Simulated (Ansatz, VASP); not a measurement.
Two plane-wave programs on BiP

Contents of INCAR:

```
SYSTEM = BiP
PREC     = Accurate       ! precision mode
ENCUT    = 520            ! plane-wave cutoff, eV
EDIFF    = 1E-6           ! SCF threshold, eV
ISMEAR   = 0              ! smearing method
SIGMA    = 0.05           ! smearing width, eV
LREAL    = .False.        ! projectors in reciprocal space
LASPH    = .True.         ! aspherical terms in the spheres
NELM     = 60             ! most SCF steps
ALGO     = Normal         ! electronic algorithm
ISIF     = 2              ! what is computed and relaxed
LWAVE    = .False.        ! write WAVECAR
LCHARG   = .True.         ! write CHGCAR
GGA      = PE             ! functional
LELF     = .True.         ! ELF
LVHAR    = .True.       
NBANDS   = 28             ! bands
```

Contents of KPOINTS:

```
Automatic mesh
0
Gamma
  8 8 8
  0 0 0
```

File POSCAR:

```
BiP
1.0
    4.9496243142     -0.0072323904      0.0432669397
   -0.0072323904      4.8982348567      0.0554952489
    0.0386840306      0.0496170961      4.3637820485
Bi P
2 2
Direct
    0.5009659658     -0.0032912364      0.2769487933
   -0.0562595677      0.5166341021      0.7383545789
    0.0652594599     -0.0094666068     -0.0042711893
    0.4900341421      0.4961237411     -0.0110321828
```

Input for Ansatz:

```yaml
crystal:
  lattice:
    - [4.9496243142, -0.0072323904, 0.0432669397]
    - [-0.0072323904, 4.8982348567, 0.0554952489]
    - [0.0386840306, 0.0496170961, 4.3637820485]
  atoms:
    - { symbol: Bi, position: [0.5009659658, -0.0032912364, 0.2769487933] }
    - { symbol: Bi, position: [-0.0562595677, 0.5166341021, 0.7383545789] }
    - { symbol: P, position: [0.0652594599, -0.0094666068, -0.0042711893] }
    - { symbol: P, position: [0.4900341421, 0.4961237411, -0.0110321828] }
basis:
  ecutwfc: 420
  ecutrho_ratio: 4
kpoints:
  mp_grid: { grid: [8, 8, 8] }
hamiltonian:
  xc: pbe
scf:
  occupations: { method: gaussian, width: 0.05 }
output:
  forces: true
  stress: true
  eigenvalues: true
```

Change from the starting cell: all atoms moved at random (sigma 0.15 Å), cell strained at random (1 %).

Alike in both runs: task single point; functional PBE; k mesh 8 × 8 × 8; occupations gaussian, width 0.05 eV; no spin polarisation.

|  | VASP | Ansatz |
| --- | --- | --- |
| version | VASP 6.6.1 | Ansatz 0.2.0 |
| potentials or method | VASP PAW PBE potentials, release 64 (Bi_d, P), cutoff 520 eV | scalar-relativistic, plane waves, PAW |
| valence electrons in the cell | 40 | 40 |

|  | VASP | Ansatz | Ansatz less VASP |
| --- | --- | --- | --- |
| gap on the k mesh at the Fermi level (eV) | none | none | - |
| pressure (GPa) | 5.8 | 5.9 | +0.07 |
| traceless stress, the component that is largest in VASP (GPa) | 4.17 | 4.21 | +0.037 |
| rms of the force components (eV/Å) | 0.925 | 0.934 | +0.0084 |

Atom by atom the forces differ by 0.009 eV/Å (rms over components). A gap of «none» marks a metal or a gap that the smearing closes.

Neither program's run includes spin-orbit coupling.
